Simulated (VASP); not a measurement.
# Sc5Al (P4/mmm) in VASP: a series of runs, part 2 of 2

VASP 6.6.1.

## (3) Single point, PBE (25.29 Å³/atom)

This run uses another cell than the first one, of 25.29 Å³/atom.

The input, INCAR:

```
PREC = Accurate ; ENCUT = 520
EDIFF = 1E-6 ; ISMEAR = 0
SIGMA = 0.1 ; LREAL = False
LASPH = True ; NELM = 100
ALGO = Fast ; ISIF = 2
LWAVE = False ; LCHARG = True
GGA = PE ; LELF = True
LVHAR = True ; NBANDS = 38
```

The input, KPOINTS:

```
Automatic mesh
0
Gamma
  12 12 4
```

The input, POSCAR:

```
Sc5Al
1.0
    3.3584659223      0.0000000000      0.0000000000
    0.0000000000      3.3584659223      0.0000000000
    0.0000000000      0.0000000000     13.4541509143
Sc Al
5 1
Direct
    0.0000000000      0.0000000000      0.6403329993
    0.5000000000      0.5000000000      0.8207962505
    0.0000000000      0.0000000000      0.0000000000
    0.5000000000      0.5000000000      0.1792037495
    0.0000000000      0.0000000000      0.3596670007
    0.5000000000      0.5000000000      0.5000000000
```

Potentials or basis: VASP PAW PBE potentials, release 64 (Sc_sv, Al).

Started as:

```
cat potpaw_PBE.64/Sc_sv/POTCAR potpaw_PBE.64/Al/POTCAR > POTCAR
mpirun -np 1 vasp_std > vasp.out
```

OUTCAR:

```text
PREC = Accurate
   ENCUT = 520
   EDIFF = 1E-6
   ISMEAR = 0
   LREAL = False
   LASPH = True
   NELM = 100
   ISIF = 2
   GGA = PE

 ion  position               nearest neighbor table
   1  0.000  0.000  0.640-   6 3.03   6 3.03   6 3.03   6 3.03   2 3.40   2 3.40   2 3.40   2 3.40

   2  0.500  0.500  0.821-   3 3.38   3 3.38   3 3.38   3 3.38   1 3.40   1 3.40   1 3.40   1 3.40

   3  0.000  0.000  0.000-   2 3.38   4 3.38   2 3.38   4 3.38   2 3.38   4 3.38   2 3.38   4 3.38

   4  0.500  0.500  0.179-   3 3.38   3 3.38   3 3.38   3 3.38   5 3.40   5 3.40   5 3.40   5 3.40

   5  0.000  0.000  0.360-   6 3.03   6 3.03   6 3.03   6 3.03   4 3.40   4 3.40   4 3.40   4 3.40

   6  0.500  0.500  0.500-   1 3.03   5 3.03   1 3.03   5 3.03   1 3.03   5 3.03   1 3.03   5 3.03

  LATTYP: Found a simple tetragonal cell.
 ALAT       =     3.3584659223
 C/A-ratio  =     4.0060406226

  Lattice vectors:

 A1 = (   3.3584659223,   0.0000000000,   0.0000000000)
 A2 = (   0.0000000000,   3.3584659223,   0.0000000000)
 A3 = (   0.0000000000,   0.0000000000,  13.4541509143)

Analysis of symmetry for initial positions (statically):
=====================================================================
 Subroutine PRICEL returns:
 Original cell was already a primitive cell.

 Routine SETGRP: Setting up the symmetry group for a
 simple tetragonal supercell.

 Subroutine GETGRP returns: Found 16 space group operations
 (whereof 16 operations were pure point group operations)
 out of a pool of 16 trial point group operations.

The static configuration has the point symmetry D_4h.

Analysis of symmetry for dynamics (positions and initial velocities):
=====================================================================
 Subroutine PRICEL returns:
 Original cell was already a primitive cell.

 Routine SETGRP: Setting up the symmetry group for a
 simple tetragonal supercell.

 Subroutine GETGRP returns: Found 16 space group operations
[... 128 lines left out ...]
   IALGO  =     68    algorithm
   IMIX   =      4    mixing-type and parameters
     AMIX     =   0.40;   BMIX     =  1.00
     AMIX_MAG =   1.60;   BMIX_MAG =  1.00
  volume/ion in A,a.u.               =      25.29       170.68
  Fermi-wavevector in a.u.,A,eV,Ry     =   1.188059  2.245106 19.204416  1.411485
  Thomas-Fermi vector in A             =   2.324197
   LORBIT       =      0    0 simple, 1 ext, 2 COOP (PROOUT), +10 PAW based schemes
   GGA     = PE    functional components
   LHFCALC =     F    Hartree Fock is set to
   AEXX    =    0.0000 exact exchange contribution
   IVDW    =     0    specifies the selected vdW correction
   LEPSILON=     F    determine dielectric tensor
   LRPA    =     F    only Hartree local field effects (RPA)
 non-spin polarized calculation
 RMM-DIIS sequential band-by-band and
 Gauss-broadening in eV      SIGMA  =   0.10
  energy-cutoff  :      520.00
  volume of cell :      151.75
 maximum number of plane-waves:      4120
 NGX is ok and might be reduce to    28
   NGX = 13   NGY = 13   NGZ = 51

 number of electron      58.0000020 magnetization

 Free energy of the ion-electron system (eV)
  ---------------------------------------------------
  ext. energy  EPLUGINS =         0.00000000
  ---------------------------------------------------
  free energy    TOTEN  =       -35.59662216 eV

  energy without entropy =      -35.54561486  energy(sigma->0) =      -35.57111851

 E-fermi :   3.6834     XC(G=0):  -9.5958

 val. band max:        3.6801445217   @ k =   0.1667   0.0833   0.0000
 cond. band min:       3.6839611649   @ k =   0.4167   0.1667   0.0000
 fundamental gap:      0.0038166432
 Fermi energy:         3.6834479681

 k-point     1 :       0.0000    0.0000    0.0000
  band No.  band energies     occupation
      1     -46.0423      2.00000
      2     -46.0403      2.00000
      3     -46.0126      2.00000
      4     -45.9924      2.00000
      5     -45.9786      2.00000
      6     -24.7347      2.00000
[... 973 lines left out ...]
     37       5.0627      0.00000
     38       5.3606      0.00000

 [... further k-points ...]
[... 5 lines left out ...]
  --------------------------------------------------------------------------------------
  -------------------------------------------------------------------------------------
  Total       -4.4021970     -4.4021970     -4.4269269      0.0000000     -0.0000000      0.0000000
  in kB      -46.4774042    -46.4774042    -46.7384971      0.0000000     -0.0000000      0.0000000
  external PRESSURE =     -46.5644352 kB  Pullay stress =       0.0000000 kB

 VOLUME and BASIS-vectors are now :
 -----------------------------------------------------------------------------
  energy-cutoff  :      520.00
  volume of cell :      151.75
      direct lattice vectors                 reciprocal lattice vectors
     3.358465922  0.000000000  0.000000000     0.297754994  0.000000000  0.000000000
     0.000000000  3.358465922  0.000000000     0.000000000  0.297754994  0.000000000
     0.000000000  0.000000000 13.454150914     0.000000000  0.000000000  0.074326504

 POSITION                                       TOTAL-FORCE (eV/Angst)
 -----------------------------------------------------------------------------------
      0.00000      0.00000      8.61514         0.000000      0.000000      0.004747
      1.67923      1.67923     11.04312         0.000000      0.000000      0.005473
      0.00000      0.00000      0.00000         0.000000     -0.000000     -0.000000
      1.67923      1.67923      2.41103         0.000000     -0.000000     -0.005473
      0.00000      0.00000      4.83901        -0.000000     -0.000000     -0.004747
      1.67923      1.67923      6.72708         0.000000     -0.000000     -0.000000
 -----------------------------------------------------------------------------------
    total drift:                               -0.000000      0.000000     -0.000000

  FREE ENERGIE OF THE ION-ELECTRON SYSTEM (eV)
  ---------------------------------------------------
  free  energy   TOTEN  =       -35.5966221559 eV

  energy  without entropy=      -35.5456148560  energy(sigma->0) =      -35.57111851
```

Wall time 23 min (1 thread of Intel Xeon 8259CL, shared host); peak memory 0.52 GiB.

Results:

```yaml
Free_energy: -35.5966 eV
Pressure: -4.7 GPa
Largest_force: 0.005 eV/Å
Band_gap_on_the_k_mesh: zero (bands 29 and 30 overlap by 0.66 eV)
```

Forces in eV/Å, atoms in the order of the input:
```
Sc   0.000  0.000  0.005
Sc   0.000  0.000  0.005
Sc   0.000  0.000  0.000
Sc   0.000  0.000 -0.005
Sc   0.000  0.000 -0.005
Al   0.000  0.000  0.000
```

Caveat: the cell stands under tension.
